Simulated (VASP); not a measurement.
# Ge (P6_3/mmc) in VASP: further runs

Ge is run at these levels: PBEsol; tasks: single point.

Program: VASP 6.6.1. These are calculated values, not measurements. Logs are shortened: lines on timing, memory, paths and dates and some standing lists are left out, and cuts for length are marked.

### 1 The cell of the first run

It takes space group P6_3/mmc (No. 194, hexagonal). Conventional cell: a = 3.870 Å, b = 3.870 Å, c = 6.401 Å, α = 90.00°, β = 90.00°, γ = 120.00°. Ge (site symmetry 3m) has 4 Ge at 2.38 to 2.39 Å within 3.1 Å.

This isn't the form of Ge at room conditions, which is diamond.

### 2 Single point, PBEsol (20.76 Å³/atom)

Input file INCAR:

```
  PREC = Accurate
  ENCUT = 520
  EDIFF = 1E-7
  ISMEAR = 0
  SIGMA = 0.1
  LREAL = False
  LASPH = True
  NELM = 100
  ALGO = Normal
  ISIF = 2
  LWAVE = False
  LCHARG = False
  GGA = PS
  NBANDS = 36
```

Input file KPOINTS:

```
regular mesh
0
Gamma
  12 12 6
```

Input file POSCAR:

```
Ge
1.0
    3.8704920710      0.0000000000      0.0000000000
   -1.9352460355      3.3519444586      0.0000000000
    0.0000000000      0.0000000000      6.4014009323
Ge
4
Direct
    0.6666666667      0.3333333333      0.0632761811
    0.3333333333      0.6666666667      0.5632761811
    0.6666666667      0.3333333333      0.4367238189
    0.3333333333      0.6666666667      0.9367238189
```

Potentials or basis: VASP PAW PBE potentials, release 64 (Ge_d).

Started as:

```bash
cat potpaw_PBE.64/Ge_d/POTCAR > POTCAR
mpirun -np 1 vasp_std > vasp.out
```

OUTCAR:

```text
PREC = Accurate
   ENCUT = 520
   EDIFF = 1E-7
   ISMEAR = 0
   LREAL = False
   LASPH = True
   NELM = 100
   ISIF = 2
   GGA = PS

 ion  position               nearest neighbor table
   1  0.667  0.333  0.063-   4 2.38   4 2.38   4 2.38   3 2.39
   2  0.333  0.667  0.563-   3 2.38   3 2.38   3 2.38   4 2.39
   3  0.667  0.333  0.437-   2 2.38   2 2.38   2 2.38   1 2.39
   4  0.333  0.667  0.937-   1 2.38   1 2.38   1 2.38   2 2.39

  LATTYP: Found a hexagonal cell.
 ALAT       =     3.8704920710
 C/A-ratio  =     1.6538984746

  Lattice vectors:

 A1 = (   3.8704920710,   0.0000000000,   0.0000000000)
 A2 = (  -1.9352460355,   3.3519444586,   0.0000000000)
 A3 = (   0.0000000000,   0.0000000000,   6.4014009323)

Analysis of symmetry for initial positions (statically):
=====================================================================
 Subroutine PRICEL returns:
 Original cell was already a primitive cell.

 Routine SETGRP: Setting up the symmetry group for a
 hexagonal supercell.

 Subroutine GETGRP returns: Found 24 space group operations
 (whereof 12 operations were pure point group operations)
 out of a pool of 24 trial point group operations.

The static configuration has the point symmetry D_3d.
 The point group associated with its full space group is D_6h.

Analysis of symmetry for dynamics (positions and initial velocities):
=====================================================================
 Subroutine PRICEL returns:
 Original cell was already a primitive cell.

 Routine SETGRP: Setting up the symmetry group for a
 hexagonal supercell.

 Subroutine GETGRP returns: Found 24 space group operations
 (whereof 12 operations were pure point group operations)
 out of a pool of 24 trial point group operations.

The dynamic configuration has the point symmetry D_3d.
 The point group associated with its full space group is D_6h.

 Subroutine INISYM returns: Found 24 space group operations
 (whereof 12 operations are pure point group operations),
 and found     1 'primitive' translations

----------------------------------------------------------------------------------------

                                     Primitive cell

  volume of cell :      83.0497
[... 83 lines left out ...]
 SYSTEM =  unknown system
   PREC   = accura    normal or accurate (medium, high low for compatibility)
   ISTART =      0    job   : 0-new  1-cont  2-samecut
   ICHARG =      2    charge: 1-file 2-atom 10-const
   ISPIN  =      1    spin polarized calculation?
   LNONCOLLINEAR =      F non collinear calculations
   LSORBIT =      F    spin-orbit coupling
   LASPH  =      T    aspherical Exc in radial PAW
   ENCUT  =  520.0 eV  38.22 Ry    6.18 a.u.   7.20  7.20 11.90*2*pi/ulx,y,z
   NELM   =    100;   NELMIN=  2; NELMDL= -5     # of ELM steps
   EDIFF  = 0.1E-06   stopping-criterion for ELM
   LREAL  =      F    real-space projection
   EDIFFG = 0.1E-05   stopping-criterion for IOM
   NSW    =      0    number of steps for IOM
   IBRION =     -1    ionic relax: 0-MD 1-quasi-New 2-CG
   NFREE  =      0    steps in history (QN), initial steepest desc. (CG)
   ISIF   =      2    stress and relaxation
   ISYM   =      2    0-nonsym 1-usesym 2-fastsym
   POTIM  = 0.5000    time-step for ionic-motion
   TEBEG  =    0.0;   TEEND  =   0.0 temperature during run
   PSTRESS=    0.0 pullay stress
   NELECT =      56.0000    total number of electrons
   NUPDOWN=      -1.0000    fix difference up-down
   EMIN   =  10.00;   EMAX   =-10.00  energy-range for DOS
   EFERMI =   0.00;   METHOD = LEGACY
   ISMEAR =     0;   SIGMA  =   0.10  broadening in eV -4-tet -1-fermi 0-gaus
   EFERMI_NEDOS =   21; number of points for ismear=-14 and -15
   IALGO  =     38    algorithm
   IMIX   =      4    mixing-type and parameters
     AMIX     =   0.40;   BMIX     =  1.00
     AMIX_MAG =   1.60;   BMIX_MAG =  1.00
  volume/ion in A,a.u.               =      20.76       140.11
  Fermi-wavevector in a.u.,A,eV,Ry     =   1.435572  2.712837 28.039778  2.060866
  Thomas-Fermi vector in A             =   2.554855
   LORBIT       =      0    0 simple, 1 ext, 2 COOP (PROOUT), +10 PAW based schemes
   GGA     = PS    functional components
   LHFCALC =     F    Hartree Fock is set to
   AEXX    =    0.0000 exact exchange contribution
   IVDW    =     0    specifies the selected vdW correction
   LEPSILON=     F    determine dielectric tensor
   LRPA    =     F    only Hartree local field effects (RPA)
 non-spin polarized calculation
 Gauss-broadening in eV      SIGMA  =   0.10
  energy-cutoff  :      520.00
  volume of cell :       83.05
 maximum number of plane-waves:      2259
 NGX is ok and might be reduce to    30
   NGX = 15   NGY = 15   NGZ = 23

 number of electron      55.9999946 magnetization

 Free energy of the ion-electron system (eV)
  ---------------------------------------------------
  ext. energy  EPLUGINS =         0.00000000
  ---------------------------------------------------
  free energy    TOTEN  =       -19.50068940 eV

  energy without entropy =      -19.50021347  energy(sigma->0) =      -19.50045143

 E-fermi :   5.9478     XC(G=0): -10.5420

 val. band max:        5.7744839176   @ k =   0.0833   0.0000   0.0000
 cond. band min:       5.9549441552   @ k =   0.0000   0.0000   0.0000
 fundamental gap:      0.1804602376
 Fermi energy:         5.9477814139

 k-point     1 :       0.0000    0.0000    0.0000
  band No.  band energies     occupation
      1     -19.2147      2.00000
      2     -19.2147      2.00000
      3     -19.1653      2.00000
      4     -19.1643      2.00000
      5     -19.1643      2.00000
      6     -19.1525      2.00000
[... 925 lines left out ...]
     35      13.2252      0.00000
     36      13.8825      0.00000

 [... further k-points ...]
[... 5 lines left out ...]
  --------------------------------------------------------------------------------------
  -------------------------------------------------------------------------------------
  Total        4.0870777      4.0870777      4.0595517      0.0000000      0.0000000      0.0000000
  in kB       78.8470506     78.8470506     78.3160251      0.0000000      0.0000000      0.0000000
  external PRESSURE =      78.6700421 kB  Pullay stress =       0.0000000 kB

 VOLUME and BASIS-vectors are now :
 -----------------------------------------------------------------------------
  energy-cutoff  :      520.00
  volume of cell :       83.05
      direct lattice vectors                 reciprocal lattice vectors
     3.870492071  0.000000000  0.000000000     0.258365082  0.149167149  0.000000000
    -1.935246036  3.351944459  0.000000000     0.000000000  0.298334299  0.000000000
     0.000000000  0.000000000  6.401400932     0.000000000  0.000000000  0.156215805

 POSITION                                       TOTAL-FORCE (eV/Angst)
 -----------------------------------------------------------------------------------
      1.93525      1.11731      0.40506         0.000000     -0.000000     -0.000545
     -0.00000      2.23463      3.60576         0.000000      0.000000     -0.000545
      1.93525      1.11731      2.79564         0.000000     -0.000000      0.000545
     -0.00000      2.23463      5.99634        -0.000000     -0.000000      0.000545
 -----------------------------------------------------------------------------------
    total drift:                               -0.000000      0.000000      0.000000

  FREE ENERGIE OF THE ION-ELECTRON SYSTEM (eV)
  ---------------------------------------------------
  free  energy   TOTEN  =       -19.5006893972 eV

  energy  without entropy=      -19.5002134711  energy(sigma->0) =      -19.50045143
```

Wall time 4 min (1 thread of Intel Xeon 8259CL, shared host); peak memory 0.29 GiB.

What came out:

```yaml
Free_energy: -19.5007 eV
Pressure: 7.9 GPa
Band_gap_on_the_k_mesh: zero (filled and empty bands touch)
```

Caveat: the cell stands under pressure; semilocal functionals underestimate gaps, so a narrow gap can read as zero; the PAW data sets were made with another functional, which shifts forces and pressure a little.

### 3 Single point, PBEsol (21.45 Å³/atom)

This run uses another cell than the first one, of 21.45 Å³/atom.

Input file INCAR:

```
PREC     = Accurate       # precision mode
ENCUT    = 520            # plane-wave cutoff, eV
EDIFF    = 1E-7           # SCF threshold, eV
ISMEAR   = 0              # smearing method
SIGMA    = 0.1            # smearing width, eV
LREAL    = F              # projectors in reciprocal space
LASPH    = T              # aspherical terms in the spheres
NELM     = 60             # most SCF steps
ALGO     = Normal         # electronic algorithm
ISIF     = 2              # what is computed and relaxed
LWAVE    = F              # write WAVECAR
LCHARG   = F              # write CHGCAR
GGA      = PS             # functional
NBANDS   = 36             # bands
```

Input file KPOINTS:

```
Automatic mesh
0
Gamma
  12 12 6
```

Input file POSCAR:

```
Ge
1.0
    3.9135555362      0.0000000000      0.0000000000
   -1.9567777681      3.3892385135      0.0000000000
    0.0000000000      0.0000000000      6.4677146645
Ge
4
Direct
    0.6666666667      0.3333333333      0.0631401852
    0.3333333333      0.6666666667      0.5631401852
    0.6666666667      0.3333333333      0.4368598148
    0.3333333333      0.6666666667      0.9368598148
```

Potentials or basis: VASP PAW PBE potentials, release 64 (Ge_d).

Started as:

```bash
cat potpaw_PBE.64/Ge_d/POTCAR > POTCAR
mpirun -np 1 vasp_std > vasp.out
```

It took 4.3 min on 1 thread of Intel Xeon 8259CL, shared host; peak memory 0.3 GiB.

The run converged. Its results:

```
Free energy            : -19.6084 eV
Pressure               : 4.8 GPa
Largest force          : 0.003 eV/Å
Band gap on the k mesh : zero (filled and empty bands overlap)
```

Forces in eV/Å, atoms in the order of the input:
```
Ge   0.000  0.000 -0.003
Ge   0.000  0.000 -0.003
Ge   0.000  0.000  0.003
Ge   0.000  0.000  0.003
```

Stress tensor (GPa, compression positive):
```
4.78 0.00 0.00
0.00 4.78 0.00
0.00 0.00 4.70
```

Levels at points of the mesh, in eV from the Fermi level:
```
           k point  band 26  band 27  band 28  band 29  band 30  band 31
(0.00, 0.00, 0.00)    -0.30    -0.06     0.04     0.04     0.44     2.13
(0.50, 0.00, 0.00)    -3.40    -3.19    -1.65     0.29     1.69     3.36
(0.00, 0.00, 0.50)    -1.02    -1.02    -1.02     0.76     0.76     3.29
(0.50, 0.00, 0.50)    -2.84    -2.70    -2.70     0.40     0.40     1.90
```

Caveat: the cell stands under pressure; semilocal functionals underestimate gaps, so a narrow gap can read as zero; the PAW data sets were made with another functional, which shifts forces and pressure a little.

### 4 Single point, PBEsol (22.13 Å³/atom)

This run uses another cell than the first one, of 22.13 Å³/atom.

Input file INCAR:

```
ALGO = Normal
EDIFF = 1E-6
ENCUT = 520
GGA = PS
ISIF = 2
ISMEAR = 0
LASPH = T
LCHARG = T
LELF = T
LREAL = F
LVHAR = T
LWAVE = F
NBANDS = 36
NELM = 100
PREC = Accurate
SIGMA = 0.1
```

Input file KPOINTS:

```
k-points
0
Gamma
  12 12 6
```

Input file POSCAR:

```
Ge
1.0
    3.9565916918      0.0000000000      0.0000000000
   -1.9782958459      3.4265089175      0.0000000000
    0.0000000000      0.0000000000      6.5297306257
Ge
4
Direct
    0.6666666667      0.3333333333      0.0629118564
    0.3333333333      0.6666666667      0.5629118564
    0.6666666667      0.3333333333      0.4370881436
    0.3333333333      0.6666666667      0.9370881436
```

Started as:

```bash
cat potpaw_PBE.64/Ge_d/POTCAR > POTCAR
mpirun -np 1 vasp_std > vasp.out
```

It took 4.7 min on 1 thread of Intel Xeon 8259CL, shared host; peak memory 0.31 GiB.

It converged, with:

- Free energy: -19.6671 eV
- Pressure: 2.1 GPa
- Band gap on the k mesh: zero (bands 28 and 29 overlap by 0.09 eV)

Forces in eV/Å, atoms in the order of the input:
```
Ge   0.000  0.000  0.002
Ge   0.000  0.000  0.002
Ge   0.000  0.000 -0.002
Ge   0.000  0.000 -0.002
```

Levels at points of the mesh, in eV from the Fermi level:
```tsv
k point	band 25	band 26	band 27	band 28	band 29	band 30	band 31	band 32
(0.00, 0.00, 0.00)	-1.60	-0.23	-0.12	0.07	0.07	0.19	2.18	2.18
(0.50, 0.00, 0.00)	-4.83	-3.25	-3.02	-1.56	0.37	1.64	3.43	3.63
(0.00, 0.00, 0.50)	-0.95	-0.95	-0.95	-0.95	0.68	0.68	3.31	3.31
(0.50, 0.00, 0.50)	-2.70	-2.70	-2.57	-2.57	0.43	0.43	1.97	1.97
```

Caveat: semilocal functionals underestimate gaps, so a narrow gap can read as zero; the PAW data sets were made with another functional, which shifts forces and pressure a little.

### 5 Single point, PBEsol (23.50 Å³/atom)

This run uses another cell than the first one, of 23.50 Å³/atom.

Input file INCAR:

```
SYSTEM = Ge
ALGO     = Normal         ! electronic algorithm
EDIFF    = 1E-6           ! SCF threshold, eV
ENCUT    = 520            ! plane-wave cutoff, eV
GGA      = PS             ! functional
ISIF     = 2              ! what is computed and relaxed
ISMEAR   = 0              ! smearing method
LASPH    = .True.         ! aspherical terms in the spheres
LCHARG   = .True.         ! write CHGCAR
LELF     = .True.         ! ELF
LREAL    = .False.        ! projectors in reciprocal space
LVHAR    = .True.       
LWAVE    = .False.        ! write WAVECAR
NBANDS   = 36             ! bands
NELM     = 60             ! most SCF steps
PREC     = Accurate       ! precision mode
SIGMA    = 0.1            ! smearing width, eV
```

Input file KPOINTS:

```
k-points
0
Gamma
  12 12 6
  0 0 0
```

Input file POSCAR:

```
Ge
1.0
    4.0389825883      0.0000000000      0.0000000000
   -2.0194912942      3.4978615269      0.0000000000
    0.0000000000      0.0000000000      6.6536394492
Ge
4
Direct
    0.6666666667      0.3333333333      0.0626389548
    0.3333333333      0.6666666667      0.5626389548
    0.6666666667      0.3333333333      0.4373610452
    0.3333333333      0.6666666667      0.9373610452
```

Started as:

```bash
cat potpaw_PBE.64/Ge_d/POTCAR > POTCAR
mpirun -np 1 vasp_std > vasp.out
```

It took 4.7 min on 1 thread of Intel Xeon 8259CL, shared host; peak memory 0.32 GiB.

The run converged. Its results:

```
Free energy            : -19.6677 eV
Pressure               : -2.0 GPa
Largest force          : 0.010 eV/Å
Band gap on the k mesh : zero (bands 28 and 29 overlap by 0.01 eV)
```

Forces on the atoms (eV/Å):
```
Ge   0.000  0.000  0.010
Ge   0.000  0.000  0.010
Ge   0.000  0.000 -0.010
Ge   0.000  0.000 -0.010
```

Stress tensor (GPa, compression positive):
```
-2.00  0.00  0.00
 0.00 -2.00  0.00
 0.00  0.00 -1.90
```

Levels at points of the mesh, in eV from the Fermi level:
| k point | band 26 | band 27 | band 28 | band 29 | band 30 | band 31 |
| --- | --- | --- | --- | --- | --- | --- |
| (0.00, 0.00, 0.00) | -0.30 | -0.24 | -0.13 | 0.11 | 0.11 | 2.24 |
| (0.50, 0.00, 0.00) | -2.98 | -2.73 | -1.41 | 0.48 | 1.52 | 3.51 |
| (0.00, 0.00, 0.50) | -0.84 | -0.84 | -0.84 | 0.53 | 0.53 | 3.32 |
| (0.50, 0.00, 0.50) | -2.47 | -2.35 | -2.35 | 0.46 | 0.46 | 2.08 |

Caveat: semilocal functionals underestimate gaps, so a narrow gap can read as zero; the PAW data sets were made with another functional, which shifts forces and pressure a little.

### 6 Single point, PBEsol (24.18 Å³/atom)

This run uses another cell than the first one, of 24.18 Å³/atom.

Input file INCAR:

```
SYSTEM = Ge
  ALGO = Normal
  EDIFF = 1E-6
  ENCUT = 520
  GGA = PS
  ISIF = 2
  ISMEAR = 0
  LASPH = .True.
  LCHARG = .True.
  LELF = .True.
  LREAL = .False.
  LVHAR = .True.
  LWAVE = .False.
  NBANDS = 36
  NELM = 100
  PREC = Accurate
  SIGMA = 0.1
```

KPOINTS is that of step 5.

Input file POSCAR:

```
Ge
1.0
    4.0778213420      0.0000000000      0.0000000000
   -2.0389106710      3.5314968742      0.0000000000
    0.0000000000      0.0000000000      6.7176206766
Ge
4
Direct
    0.6666666667      0.3333333333      0.0626389548
    0.3333333333      0.6666666667      0.5626389548
    0.6666666667      0.3333333333      0.4373610452
    0.3333333333      0.6666666667      0.9373610452
```

Potentials or basis: VASP PAW PBE potentials, release 64 (Ge_d).

Started as:

```bash
cat potpaw_PBE.64/Ge_d/POTCAR > POTCAR
mpirun -np 1 vasp_std > vasp.out
```

Wall time 4.3 min (1 thread of Intel Xeon 8259CL, shared host); peak memory 0.32 GiB.

The run converged. Its results:

```yaml
Free_energy: -19.6215 eV
Pressure: -3.5 GPa
Band_gap_on_the_k_mesh: zero (bands 28 and 29 overlap by 0.01 eV)
```

Levels at points of the mesh, in eV from the Fermi level:
| k point | band 25 | band 26 | band 27 | band 28 | band 29 | band 30 | band 31 | band 32 |
| --- | --- | --- | --- | --- | --- | --- | --- | --- |
| (0.00, 0.00, 0.00) | -1.39 | -0.54 | -0.30 | -0.12 | 0.11 | 0.11 | 2.24 | 2.24 |
| (0.50, 0.00, 0.00) | -4.31 | -2.88 | -2.62 | -1.35 | 0.51 | 1.45 | 3.51 | 3.66 |
| (0.00, 0.00, 0.50) | -0.80 | -0.80 | -0.80 | -0.80 | 0.45 | 0.45 | 3.30 | 3.30 |
| (0.50, 0.00, 0.50) | -2.40 | -2.40 | -2.26 | -2.26 | 0.44 | 0.44 | 2.10 | 2.10 |

Caveat: the cell stands under tension; semilocal functionals underestimate gaps, so a narrow gap can read as zero; the PAW data sets were made with another functional, which shifts forces and pressure a little.

### 7 Overview

```tsv
cell	gap on the mesh (eV)	pressure (GPa)
a = 3.870, b = 3.870, c = 6.401 Å, angles 90.0, 90.0, 120.0°, 4 atoms	none	7.9
a = 3.914, b = 3.914, c = 6.468 Å, angles 90.0, 90.0, 120.0°, 4 atoms	none	4.8
a = 3.957, b = 3.957, c = 6.530 Å, angles 90.0, 90.0, 120.0°, 4 atoms	none	2.1
a = 4.039, b = 4.039, c = 6.654 Å, angles 90.0, 90.0, 120.0°, 4 atoms	none	-2.0
a = 4.078, b = 4.078, c = 6.718 Å, angles 90.0, 90.0, 120.0°, 4 atoms	none	-3.5
```

Alike in all rows: task single point; level PBEsol; potentials or basis VASP PAW PBE potentials, release 64 (Ge_d); no spin polarisation; k mesh 12 × 12 × 6; cutoff (eV) 520; smearing gaussian 0.1 eV.

Caveats: semilocal functionals underestimate gaps, so a narrow gap can read as zero; the PAW data sets were made with another functional, which shifts forces and pressure a little; the cell stands under pressure (at least some runs); the cell stands under tension (at least some runs).

Absolute energies hang on the potentials; compare differences alone.
